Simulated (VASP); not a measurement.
Write the native input for VASP 6.6.1 that does the following.

- Task: single point
- Functional: PBE
- Potentials or basis: VASP PAW PBE potentials, release 64 (Se)
- Cutoff: 520 eV
- k mesh: 6 × 6 × 6
- Occupations: fermi-dirac, width 0.01 eV
- Spin: no spin polarisation
- Dipole correction: no
- Further INCAR settings: ALGO = Normal; EDIFF = 1e-06; NBANDS = 27

The structure of Se lies in POSCAR:

```
Se
1.0
    5.7378098605      3.3127260675      1.4763300000
   -5.7378098605      3.3127260675      1.4763300000
    0.0000000000     -6.6254521351      1.4763300000
Se
6
Direct
    0.2806600000      0.1625100000      0.9181800000
    0.9181800000      0.2806600000      0.1625100000
    0.1625100000      0.9181800000      0.2806600000
    0.7193400000      0.8374900000      0.0818200000
    0.0818200000      0.7193400000      0.8374900000
    0.8374900000      0.0818200000      0.7193400000
```

This cell differs from its parent crystal: equal xx and yy strain of +1 %.

One way to write it, as run:

INCAR

```
SYSTEM = Se
PREC = Accurate
ENCUT = 520
EDIFF = 1E-6
ISMEAR = -1
SIGMA = 0.01
LREAL = .FALSE.
LASPH = .TRUE.
NELM = 80
ALGO = Normal
ISIF = 2
LWAVE = .FALSE.
LCHARG = .FALSE.
GGA = PE
NBANDS = 27
```

KPOINTS

```
Automatic mesh
0
G
  6 6 6
  0 0 0
```

Potentials or basis: VASP PAW PBE potentials, release 64 (Se).

Launch:

```bash
$ cat potpaw_PBE.64/Se/POTCAR > POTCAR
$ mpirun -np 1 vasp_std > vasp.out
```

It gave:

```
Pressure               : 1.5 GPa
Largest force          : 0.241 eV/Å
Band gap on the k mesh : 1.10 eV, indirect (least direct gap 1.34 eV)
```

Caveat: the cell differs from its parent crystal (equal xx and yy strain of +1 %).

Wall time 3.7 min on 1 thread of AMD EPYC 7R43 64-Core Processor (Zen 3) (shared host), peak memory 0.35 GiB.
